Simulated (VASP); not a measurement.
Set up this calculation in VASP 6.6.1, as the native input.

```
Task                   : relaxation of cell and atoms
Functional             : PBE
Potentials or basis    : VASP PAW PBE potentials, release 64 (Zr_sv, B, W_sv)
Cutoff                 : 600 eV
k mesh                 : 4 × 4 × 6
Occupations            : gaussian, width 0.1 eV
Spin                   : no spin polarisation
Dipole correction      : no
Further INCAR settings : ALGO = Normal; EDIFF = 1e-06; IBRION = 2; EDIFFG = -0.04; NSW = 90; ISIF = 3
```

The structure of ZrB2W3 lies in POSCAR:

```
ZrB2W3
1.0
    2.8705923900     -4.3774334400      0.0000000000
    2.8705923900      4.3774334400      0.0000000000
    0.0000000000      0.0000000000      2.8573785400
Zr B W
1 2 3
Direct
    0.5000000000      0.5000000000      0.0000000000
    0.2156325000      0.7843675000      0.0000000000
    0.7843675000      0.2156325000      0.0000000000
    0.0000000000      0.0000000000      0.0000000000
    0.5000000000      0.0000000000      0.5000000000
    0.0000000000      0.5000000000      0.5000000000
```

The cell was generated, and may not be a known phase.

These files were run (other wordings do the same):

INCAR

```
  PREC = Accurate
  ENCUT = 600
  EDIFF = 1E-6
  ISMEAR = 0
  SIGMA = 0.1
  LREAL = F
  LASPH = T
  NELM = 80
  ALGO = Normal
  ISIF = 3
  LWAVE = F
  LCHARG = F
  GGA = PE
  IBRION = 2
  NSW = 90
  EDIFFG = -0.04
```

KPOINTS

```
Automatic mesh
0
Gamma
  4 4 6
```

Potentials or basis: VASP PAW PBE potentials, release 64 (Zr_sv, B, W_sv).

The run is started by

```sh
$ cat potpaw_PBE.64/Zr_sv/POTCAR potpaw_PBE.64/B/POTCAR potpaw_PBE.64/W_sv/POTCAR > POTCAR
$ mpirun -np 1 vasp_std > vasp.out
```

Results of the run:

The relaxed volume is 14.33 Å³/atom and the relaxed cell is a = 5.519 Å, b = 5.519 Å, c = 3.080 Å, α = 90.00°, β = 90.00°, γ = 113.65°. The space group after relaxing (to 0.1 Å) is Cmmm (No. 65), the pressure after relaxing is 0.2 GPa and the largest force after relaxing is 0.033 eV/Å. The band gap on the k mesh is zero (bands 30 and 31 overlap by 0.78 eV).

Caveat: the k points lie up to 0.34 Å⁻¹ apart in the final cell, too coarse for converged energies and pressures of a metal; the volume moved by over 15 % at a fixed basis, so the end points are rough; spin-orbit coupling is left out, which moves the levels of the heavy elements.

It took 17 min on 1 thread of Intel Xeon 8259CL (shared host), peak memory 0.27 GiB.
